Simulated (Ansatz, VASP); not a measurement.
**Te6Mo3H in VASP and in Ansatz**

The input INCAR:

```
  PREC = Accurate
  ENCUT = 400
  EDIFF = 1E-6
  ISMEAR = 0
  SIGMA = 0.05
  LREAL = False
  LASPH = True
  NELM = 120
  ALGO = Normal
  ISIF = 2
  LWAVE = False
  LCHARG = False
  GGA = PS
  IVDW = 12
  NBANDS = 50
  GGA_COMPAT = False
```

KPOINTS

```
Automatic mesh
0
Gamma
  9 9 2
```

The input POSCAR:

```
Te6Mo3H
1.0
    3.4334342720      0.0000000000      0.0000000000
   -1.7167171360      2.9734413017      0.0000000000
    0.0000000000      0.0000000000     20.7704294686
Te Mo H
6 3 1
Direct
    0.0000000000      0.0000000000      0.9125759363
    0.3333333333      0.6666666667      0.5917818730
    0.3333333333      0.6666666667      0.2333053354
    0.3333333333      0.6666666667      0.7666946646
    0.3333333333      0.6666666667      0.4082181270
    0.0000000000      0.0000000000      0.0874240637
    0.0000000000      0.0000000000      0.6791511892
    0.0000000000      0.0000000000      0.3208488108
    0.3333333333      0.6666666667      0.0000000000
   -0.1356431633      0.0571784183      0.5856769680
```

Input for Ansatz:

```yaml
crystal:
  lattice:
    - [3.433434272, 0.0, 0.0]
    - [-1.716717136, 2.9734413017, 0.0]
    - [0.0, 0.0, 20.7704294686]
  atoms:
    - { symbol: Te, position: [0.0, 0.0, 0.9125759363] }
    - { symbol: Te, position: [0.3333333333, 0.6666666667, 0.591781873] }
    - { symbol: Te, position: [0.3333333333, 0.6666666667, 0.2333053354] }
    - { symbol: Te, position: [0.3333333333, 0.6666666667, 0.7666946646] }
    - { symbol: Te, position: [0.3333333333, 0.6666666667, 0.408218127] }
    - { symbol: Te, position: [0.0, 0.0, 0.0874240637] }
    - { symbol: Mo, position: [0.0, 0.0, 0.6791511892] }
    - { symbol: Mo, position: [0.0, 0.0, 0.3208488108] }
    - { symbol: Mo, position: [0.3333333333, 0.6666666667, 0.0] }
    - { symbol: H, position: [-0.1356431633, 0.0571784183, 0.585676968] }
basis:
  ecutwfc: 420
kpoints:
  mp_grid: { grid: [9, 9, 2] }
hamiltonian:
  xc: pbesol
  pseudopotentials: { kind: paw, azcp: { folder: soft_1 } }
  dispersion: d3bj
scf:
  occupations: { method: gaussian, width: 0.05 }
output:
  forces: true
  stress: true
  eigenvalues: true
  write_density: true
  write_potential: true
  elf: true
  volumetric_format: npy
```

Alike in both runs: task single point; functional PBEsol; dispersion D3(BJ); k mesh 9 × 9 × 2; occupations gaussian, width 0.05 eV; no spin polarisation.

|  | VASP | Ansatz |
| --- | --- | --- |
| version | VASP 6.6.1 | Ansatz 0.2.0 |
| potentials or method | VASP PAW PBE potentials, release 64 (Te, Mo_sv, H), cutoff 400 eV | scalar-relativistic, plane waves, PAW |
| valence electrons in the cell | 79 | 139 |

```csv
,VASP,Ansatz,Ansatz less VASP
gap on the k mesh at the Fermi level (eV),none,none,-
pressure (GPa),3.4,3.4,+0.03
"traceless stress, the component that is largest in VASP (GPa)",2.62,2.55,-0.070
rms of the force components (eV/Å),0.597,0.575,-0.0221
```

VASP's potentials were made for PBE, not for PBEsol, and Ansatz warns of the same on its side. Atom by atom the forces differ by 0.027 eV/Å (rms over components). A gap of «none» marks a metal or a gap that the smearing closes. VASP's potentials hold 79 valence electrons a cell and Ansatz's 139, so a difference there can come from the potentials and not from the codes.

Neither program's run includes spin-orbit coupling.
